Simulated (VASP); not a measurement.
# SiO2 (I-42d) in VASP: a series of runs

Runs on SiO2. Level: r2SCAN. Tasks: single point.

Program: VASP 6.6.1. These are calculated values, not measurements. Logs are shortened: lines on timing, memory, paths and dates and some standing lists are left out, and cuts for length are marked.

### Step 1. The cell of the first run

It takes space group I-42d (No. 122, tetragonal). Conventional cell: a = 4.748 Å, b = 4.748 Å, c = 7.488 Å, α = 90.00°, β = 90.00°, γ = 90.00°. Within 2.2 Å of Si (site symmetry -4) lie 4 O at 1.62 Å. O (site symmetry 2) has 2 Si at 1.62 Å within 2.2 Å.

### Step 2. Single point, r2SCAN

Input file POSCAR:

```
SiO2
1.0
   -2.3740500000      2.3740500000      3.7440000000
    2.3740500000     -2.3740500000      3.7440000000
    2.3740500000      2.3740500000     -3.7440000000
Si O
2 4
Direct
    0.0000000000      0.0000000000      0.0000000000
    0.7500000000      0.2500000000      0.5000000000
    0.9983800000      0.6250000000      0.8733800000
    0.3750000000      0.2483800000      0.3733800000
    0.7516200000      0.1250000000      0.1266200000
    0.8750000000      0.0016200000      0.6266200000
```

Input file INCAR.step1:

```
SYSTEM = SiO2
PREC = Accurate
ENCUT = 520
ISMEAR = 0
SIGMA = 0.01
LREAL = .False.
LASPH = .True.
NELM = 80
NBANDS = 25
GGA = PE
ALGO = Normal
EDIFF = 1E-4
LWAVE = .True.
LCHARG = .False.
```

Input file INCAR.step2:

```
SYSTEM = SiO2
PREC = Accurate
ENCUT = 520
EDIFF = 1E-7
ISMEAR = 0
SIGMA = 0.01
LREAL = .False.
LASPH = .True.
NELM = 80
ALGO = Normal
ISIF = 2
LWAVE = .False.
LCHARG = .False.
METAGGA = R2SCAN
LMIXTAU = .True.
NBANDS = 25
ISTART = 1
```

Input file KPOINTS:

```
regular mesh
0
Gamma
  6 6 6
  0 0 0
```

Potentials or basis: VASP PAW PBE potentials, release 64 (Si, O).

Command:

```console
$ cat potpaw_PBE.64/Si/POTCAR potpaw_PBE.64/O/POTCAR > POTCAR
$ cp INCAR.step1 INCAR
$ mpirun -np 1 vasp_std > vasp.out
$ cp INCAR.step2 INCAR
$ mpirun -np 1 vasp_std > vasp.out
```

OUTCAR:

```text
SYSTEM = SiO2
   PREC = Accurate
   ENCUT = 520
   EDIFF = 1E-7
   ISMEAR = 0
   LREAL = .False.
   LASPH = .True.
   NELM = 80
   ISIF = 2
   METAGGA = R2SCAN
   ISTART = 1

 ion  position               nearest neighbor table
   1  0.000  0.000  0.000-   3 1.62   4 1.62   5 1.62   6 1.62   2 3.02   2 3.02   2 3.02   2 3.02

   2  0.750  0.250  0.500-   3 1.62   4 1.62   5 1.62   6 1.62   1 3.02   1 3.02   1 3.02   1 3.02

   3  0.998  0.625  0.873-   1 1.62   2 1.62
   4  0.375  0.248  0.373-   1 1.62   2 1.62
   5  0.752  0.125  0.127-   1 1.62   2 1.62
   6  0.875  0.002  0.627-   1 1.62   2 1.62

  LATTYP: Found a body centered tetragonal cell.
 ALAT       =     4.7481000000
 C/A-ratio  =     1.5770518734

  Lattice vectors:

 A1 = (  -2.3740500000,   2.3740500000,   3.7440000000)
 A2 = (   2.3740500000,  -2.3740500000,   3.7440000000)
 A3 = (   2.3740500000,   2.3740500000,  -3.7440000000)

Analysis of symmetry for initial positions (statically):
=====================================================================
 Subroutine PRICEL returns:
 Original cell was already a primitive cell.

 Routine SETGRP: Setting up the symmetry group for a
 body centered tetragonal supercell.

 Subroutine GETGRP returns: Found  8 space group operations
 (whereof  4 operations were pure point group operations)
 out of a pool of 16 trial point group operations.

The static configuration has the point symmetry S_4 .
 The point group associated with its full space group is D_2d.

Analysis of symmetry for dynamics (positions and initial velocities):
=====================================================================
 Subroutine PRICEL returns:
 Original cell was already a primitive cell.

 Routine SETGRP: Setting up the symmetry group for a
 body centered tetragonal supercell.

 Subroutine GETGRP returns: Found  8 space group operations
 (whereof  4 operations were pure point group operations)
 out of a pool of 16 trial point group operations.

The dynamic configuration has the point symmetry S_4 .
 The point group associated with its full space group is D_2d.

 Subroutine INISYM returns: Found  8 space group operations
 (whereof  4 operations are pure point group operations),
 and found     1 'primitive' translations

----------------------------------------------------------------------------------------

                                     Primitive cell

  volume of cell :      84.4064

  direct lattice vectors                    reciprocal lattice vectors
    -2.374050000  2.374050000  3.744000000     0.000000000  0.210610560  0.133547009
     2.374050000 -2.374050000  3.744000000     0.210610560  0.000000000  0.133547009
     2.374050000  2.374050000 -3.744000000     0.210610560  0.210610560  0.000000000

  length of vectors
     5.028892801  5.028892801  5.028892801     0.249382460  0.249382460  0.297848310

  position of ions in fractional coordinates (direct lattice)
     0.000000000  0.000000000  0.000000000
     0.750000000  0.250000000  0.500000000
     0.998380000  0.625000000  0.873380000
     0.375000000  0.248380000  0.373380000
     0.751620000  0.125000000  0.126620000
     0.875000000  0.001620000  0.626620000

  ion indices of the primitive-cell ions
   primitive index   ion index
                 1           1
                 2           2
                 3           3
                 4           4
                 5           5
                 6           6

----------------------------------------------------------------------------------------

 KPOINTS: regular mesh

Automatic generation of k-mesh.
 Grid dimensions read from file:
 generate k-points for:    6    6    6

 Generating k-lattice:

  Cartesian coordinates                     Fractional coordinates (reciprocal lattice)
     0.000000000  0.035101760  0.022257835     0.166666667  0.000000000  0.000000000
     0.035101760  0.000000000  0.022257835     0.000000000  0.166666667  0.000000000
     0.035101760  0.035101760  0.000000000     0.000000000  0.000000000  0.166666667

  Length of vectors
     0.041563743  0.041563743  0.049641385

  Shift w.r.t. Gamma in fractional coordinates (k-lattice)
     0.000000000  0.000000000  0.000000000

 Subroutine IBZKPT returns following result:
 ===========================================

 Found     30 irreducible k-points:

 Following reciprocal coordinates:
            Coordinates               Weight
  0.000000  0.000000  0.000000      1.000000
  0.166667  0.000000  0.000000      8.000000
  0.333333 -0.000000  0.000000      8.000000
  0.500000  0.000000  0.000000      4.000000
  0.166667  0.166667  0.000000      8.000000
  0.333333  0.166667  0.000000     16.000000
[... 16 lines left out ...]
 -0.333333 -0.333333  0.166667      8.000000
 -0.166667 -0.333333  0.166667      8.000000
 [... further k-points ...]
   k-points           NKPTS =     30   k-points in BZ     NKDIM =     30   number of bands    NBANDS=     25
   number of dos      NEDOS =    301   number of ions     NIONS =      6
   total plane-waves  NPLWV =  64000
   dimension x,y,z NGX =    40 NGY =   40 NGZ =   40
   dimension x,y,z NGXF=    80 NGYF=   80 NGZF=   80
   ions per type =               2   4
   NGX,Y,Z   is equivalent  to a cutoff of  13.22, 13.22, 13.22 a.u.
   NGXF,Y,Z  is equivalent  to a cutoff of  26.45, 26.45, 26.45 a.u.
 SYSTEM =  SiO2
   PREC   = accura    normal or accurate (medium, high low for compatibility)
   ISTART =      1    job   : 0-new  1-cont  2-samecut
   ICHARG =      0    charge: 1-file 2-atom 10-const
   ISPIN  =      1    spin polarized calculation?
   LNONCOLLINEAR =      F non collinear calculations
   LSORBIT =      F    spin-orbit coupling
   LASPH  =      T    aspherical Exc in radial PAW
   ENCUT  =  520.0 eV  38.22 Ry    6.18 a.u.   9.35  9.35  9.35*2*pi/ulx,y,z
   NELM   =     80;   NELMIN=  2; NELMDL=  0     # of ELM steps
   EDIFF  = 0.1E-06   stopping-criterion for ELM
   LREAL  =      F    real-space projection
   EDIFFG = 0.1E-05   stopping-criterion for IOM
   NSW    =      0    number of steps for IOM
   IBRION =     -1    ionic relax: 0-MD 1-quasi-New 2-CG
   NFREE  =      0    steps in history (QN), initial steepest desc. (CG)
   ISIF   =      2    stress and relaxation
   ISYM   =      2    0-nonsym 1-usesym 2-fastsym
   POTIM  = 0.5000    time-step for ionic-motion
   TEBEG  =    0.0;   TEEND  =   0.0 temperature during run
   PSTRESS=    0.0 pullay stress
   NELECT =      32.0000    total number of electrons
   NUPDOWN=      -1.0000    fix difference up-down
   EMIN   =  10.00;   EMAX   =-10.00  energy-range for DOS
   EFERMI =   0.00;   METHOD = LEGACY
   ISMEAR =     0;   SIGMA  =   0.01  broadening in eV -4-tet -1-fermi 0-gaus
   EFERMI_NEDOS =   21; number of points for ismear=-14 and -15
   IALGO  =     38    algorithm
   IMIX   =      4    mixing-type and parameters
     AMIX     =   0.40;   BMIX     =  1.00
     AMIX_MAG =   1.60;   BMIX_MAG =  1.00
  volume/ion in A,a.u.               =      14.07        94.93
  Fermi-wavevector in a.u.,A,eV,Ry     =   1.184858  2.239057 19.101062  1.403888
  Thomas-Fermi vector in A             =   2.321064
   LORBIT       =      0    0 simple, 1 ext, 2 COOP (PROOUT), +10 PAW based schemes
   METAGGA = R2SCAN    functional components
   LHFCALC =     F    Hartree Fock is set to
   AEXX    =    0.0000 exact exchange contribution
   IVDW    =     0    specifies the selected vdW correction
   LEPSILON=     F    determine dielectric tensor
   LRPA    =     F    only Hartree local field effects (RPA)
 non-spin polarized calculation
 Gauss-broadening in eV      SIGMA  =   0.01
  energy-cutoff  :      520.00
  volume of cell :       84.41
 maximum number of plane-waves:      2317
 NGX is ok and might be reduce to    40
   NGX = 19   NGY = 19   NGZ = 19

 number of electron      32.0000012 magnetization

 Free energy of the ion-electron system (eV)
  ---------------------------------------------------
  ext. energy  EPLUGINS =         0.00000000
  ---------------------------------------------------
  free energy    TOTEN  =       -59.53113033 eV

  energy without entropy =      -59.53113033  energy(sigma->0) =      -59.53113033

 E-fermi :  -0.4746     XC(G=0):  -8.9990

 val. band max:       -0.5803743897   @ k =   0.0000   0.0000   0.0000
 cond. band min:       6.1142246994   @ k =   0.0000   0.0000   0.0000
 fundamental gap:      6.6945990891
 Fermi energy:        -0.4745717712

 k-point     1 :       0.0000    0.0000    0.0000
  band No.  band energies     occupation
      1     -20.6637      2.00000
      2     -18.5862      2.00000
      3     -18.5658      2.00000
      4     -18.5658      2.00000
      5      -9.4497      2.00000
      6      -5.9252      2.00000
[... 17 lines left out ...]
     24      14.0060      0.00000
     25      14.2715      0.00000

 k-point     2 :       0.1667    0.0000    0.0000
  band No.  band energies     occupation
      1     -20.5766      2.00000
      2     -18.7086      2.00000
      3     -18.5897      2.00000
      4     -18.5660      2.00000
      5      -9.2574      2.00000
      6      -6.0087      2.00000
[... 17 lines left out ...]
     24      13.7645      0.00000
     25      14.2491      0.00000

 k-point     3 :       0.3333   -0.0000    0.0000
  band No.  band energies     occupation
      1     -20.3568      2.00000
      2     -19.0204      2.00000
      3     -18.6049      2.00000
      4     -18.5751      2.00000
      5      -8.8147      2.00000
      6      -6.2613      2.00000
[... 552 lines left out ...]
 k-point    23 :      -0.3333   -0.3333    0.1667
  band No.  band energies     occupation
      1     -20.1567      2.00000
      2     -19.2778      2.00000
      3     -18.6035      2.00000
      4     -18.5979      2.00000
      5      -8.3274      2.00000
      6      -6.6387      2.00000
[... 17 lines left out ...]
     24      14.0731      0.00000
     25      14.3590      0.00000

 k-point    24 :      -0.1667   -0.3333    0.1667
  band No.  band energies     occupation
      1     -20.3681      2.00000
      2     -19.0177      2.00000
      3     -18.5920      2.00000
      4     -18.5815      2.00000
      5      -8.7646      2.00000
      6      -6.2293      2.00000
[... 17 lines left out ...]
     24      14.0687      0.00000
     25      14.5792      0.00000

 [... further k-points ...]

------------------------ aborting loop because EDIFF is reached ----------------------------------------

  FORCE on cell =-STRESS in cart. coord.  units (eV):
  Direction    XX          YY          ZZ          XY          YZ          ZX
  --------------------------------------------------------------------------------------
  -------------------------------------------------------------------------------------
  Total       -0.2331907     -0.2331907     -1.2630541      0.0000000     -0.0000000      0.0000000
  in kB       -4.4263555     -4.4263555    -23.9749106      0.0000000     -0.0000000      0.0000000
  external PRESSURE =     -10.9425405 kB  Pullay stress =       0.0000000 kB

 VOLUME and BASIS-vectors are now :
 -----------------------------------------------------------------------------
  energy-cutoff  :      520.00
  volume of cell :       84.41
      direct lattice vectors                 reciprocal lattice vectors
    -2.374050000  2.374050000  3.744000000     0.000000000  0.210610560  0.133547009
     2.374050000 -2.374050000  3.744000000     0.210610560  0.000000000  0.133547009
     2.374050000  2.374050000 -3.744000000     0.210610560  0.210610560  0.000000000

 POSITION                                       TOTAL-FORCE (eV/Angst)
 -----------------------------------------------------------------------------------
      0.00000      0.00000      0.00000        -0.000000      0.000000      0.000000
      0.00000      2.37405      1.87200        -0.000000      0.000000     -0.000000
      1.18702      2.95987      2.80800        -0.000000     -0.187026      0.000000
      0.58582      1.18702      0.93600        -0.187026      0.000000      0.000000
     -1.18702      1.78823      2.80800        -0.000000      0.187026      0.000000
     -0.58582      3.56107      0.93600         0.187026      0.000000      0.000000
 -----------------------------------------------------------------------------------
    total drift:                                0.000011      0.000011     -0.000002

  FREE ENERGIE OF THE ION-ELECTRON SYSTEM (eV)
  ---------------------------------------------------
  free  energy   TOTEN  =       -59.5311303272 eV

  energy  without entropy=      -59.5311303272  energy(sigma->0) =      -59.53113033
```

Run time: 10 min. Hardware: 1 thread of AMD EPYC 7R13, shared host; peak memory 0.24 GiB.

What came out:

- Free energy: -59.5311 eV
- Pressure: -1.1 GPa
- Largest force: 0.187 eV/Å
- Band gap on the k mesh: 6.69 eV, direct

Forces on the atoms (eV/Å):
```
Si   0.000  0.000  0.000
Si   0.000  0.000  0.000
O    0.000 -0.187  0.000
O   -0.187  0.000  0.000
O    0.000  0.187  0.000
O    0.187  0.000  0.000
```

Caveat: the PAW data sets were made with another functional, which shifts forces and pressure a little. r2SCAN opens gaps a little over a GGA but as a rule still falls short of measured ones.

(Continued in part 2 of 2.)
